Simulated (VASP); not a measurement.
A run of VASP 6.6.1 is set up as follows.

File INCAR:

```
SYSTEM = NaF
PREC = Accurate
ENCUT = 520
EDIFF = 1E-6
ISMEAR = 0
SIGMA = 0.01
LREAL = .False.
LASPH = .True.
NELM = 100
ALGO = Normal
ISIF = 2
LWAVE = .False.
LCHARG = .False.
GGA = PE
NBANDS = 14
```

File KPOINTS:

```
regular mesh
0
Gamma
  8 8 8
  0 0 0
```

Contents of POSCAR:

```
NaF
1.0
    0.0000000000      2.3505023538      2.3505023538
    2.3505023538      0.0000000000      2.3505023538
    2.3505023538      2.3505023538      0.0000000000
Na F
1 1
Direct
    0.0000000000      0.0000000000      0.0000000000
    0.5000000000      0.5000000000      0.5000000000
```

Potentials or basis: VASP PAW PBE potentials, release 64 (Na_pv, F).

The run is started by

```bash
$ cat potpaw_PBE.64/Na_pv/POTCAR potpaw_PBE.64/F/POTCAR > POTCAR
$ mpirun -np 1 vasp_std > vasp.out
```

(1) Estimate the band gap on the k mesh.

(2) Estimate the pressure.

Results:

(1) 6.07 eV, direct.

(2) -0.2 GPa.
